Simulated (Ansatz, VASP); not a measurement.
## Two plane-wave programs on Ni

```xyz
2
Lattice="2.4727 0.0000 0.0000 -1.2363 2.1414 0.0000 0.0000 0.0000 4.0992" Properties=species:S:1:pos:R:3 pbc="T T T"
Ni    0.0000    1.4276    1.0248
Ni    1.2363    0.7138    3.0744
```

Alike in both runs: functional PBE; k mesh 17 × 17 × 10; occupations fermi-dirac, width 0.005 eV; no spin polarisation.

Ansatz relaxed the structure, and its values are those at the end. VASP's run is a single point on that final structure, the one shown.

```csv
,VASP,Ansatz
version,VASP 6.6.1,Ansatz 0.2.0
potentials or method,"VASP PAW PBE potentials, release 64 (Ni)","PAW with Ansatz's default frozen-core files, scalar-relativistic"
plane-wave cutoff (eV),520,420
valence electrons in the cell,20,36
```

```tsv
	VASP	Ansatz	Ansatz less VASP
gap on the k mesh at the Fermi level (eV)	none	none	-
pressure (GPa)	0.0	0.0	-0.03
```

A gap of «none» marks a metal or a gap that the smearing closes. VASP's potentials hold 20 valence electrons a cell and Ansatz's 36, so a difference there can come from the potentials and not from the codes.
